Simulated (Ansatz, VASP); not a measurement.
## Two plane-wave programs on HfO2

POSCAR

```
HfO2
1.0
    4.8382036345      0.0000000000      0.0000000000
    0.0000000000      4.8382036345      0.0000000000
    0.0000000000      0.0000000000      3.2203479159
Hf O
2 4
Direct
    0.0000000000      0.0000000000     -0.0036660759
    0.5000000000      0.5000000000      0.5036660759
    0.1949191830      0.8050808170      0.5582235227
    0.3050808170      0.3050808170     -0.0582235227
    0.6949191830      0.6949191830     -0.0582235227
    0.8050808170      0.1949191830      0.5582235227
```

Contents of INCAR.step1:

```
SYSTEM = HfO2
PREC = Accurate ; ENCUT = 520
ISMEAR = 0 ; SIGMA = 0.05
LREAL = .FALSE. ; LASPH = .TRUE.
NELM = 100 ; NBANDS = 31
GGA = PE ; ALGO = Normal
EDIFF = 1E-4 ; LWAVE = .TRUE.
LCHARG = .FALSE.
```

File INCAR.step2:

```
SYSTEM = HfO2
PREC = Accurate ; ENCUT = 520
EDIFF = 1E-7 ; ISMEAR = 0
SIGMA = 0.05 ; LREAL = .FALSE.
LASPH = .TRUE. ; NELM = 100
ALGO = Normal ; ISIF = 2
LWAVE = .FALSE. ; LCHARG = .FALSE.
METAGGA = R2SCAN ; LMIXTAU = .TRUE.
NBANDS = 31 ; ISTART = 1
```

The input KPOINTS:

```
regular mesh
0
G
  6 6 8
  0 0 0
```

Input for Ansatz:

```yaml
crystal:
  lattice:
    - [4.8382036345, 0.0, 0.0]
    - [0.0, 4.8382036345, 0.0]
    - [0.0, 0.0, 3.2203479159]
  atoms:
    - { symbol: Hf, position: [0.0, 0.0, -0.0036660759] }
    - { symbol: Hf, position: [0.5, 0.5, 0.5036660759] }
    - { symbol: O, position: [0.194919183, 0.805080817, 0.5582235227] }
    - { symbol: O, position: [0.305080817, 0.305080817, -0.0582235227] }
    - { symbol: O, position: [0.694919183, 0.694919183, -0.0582235227] }
    - { symbol: O, position: [0.805080817, 0.194919183, 0.5582235227] }
basis:
  ecutwfc: 500
kpoints:
  mp_grid: { grid: [6, 6, 8] }
hamiltonian:
  xc: r2scan
scf:
  occupations: { method: gaussian, width: 0.05 }
output:
  forces: true
  stress: true
  eigenvalues: true
```

Change from the starting cell: mode 12 (420.9 1/cm) frozen in, largest displacement +0.188 Å.

Alike in both runs: task single point; functional r2SCAN; k mesh 6 × 6 × 8; occupations gaussian, width 0.05 eV; no spin polarisation.

```csv
,VASP,Ansatz
version,VASP 6.6.1,Ansatz 0.2.0
potentials or method,"VASP PAW PBE potentials, release 64 (Hf_pv, O), cutoff 520 eV","scalar-relativistic, plane waves, PAW"
valence electrons in the cell,44,76
```

|  | VASP | Ansatz | Ansatz less VASP |
| --- | --- | --- | --- |
| gap on the k mesh at the Fermi level (eV) | 4.62 | 4.68 | +0.056 |
| least direct gap on the mesh (eV) | 4.77 | 4.82 | +0.052 |
| pressure (GPa) | 3.1 | 6.0 | +2.93 |
| traceless stress, the component that is largest in VASP (GPa) | -1.32 | -0.89 | +0.424 |
| rms of the force components (eV/Å) | 1.130 | 1.158 | +0.0272 |

VASP's potentials were made for PBE, not for r2SCAN. Atom by atom the forces differ by 0.041 eV/Å (rms over components). The functional is the same, so the differences come from potentials, cutoffs and numerics. VASP's potentials hold 44 valence electrons a cell and Ansatz's 76, so a difference there can come from the potentials and not from the codes.

Spin-orbit coupling is off throughout.
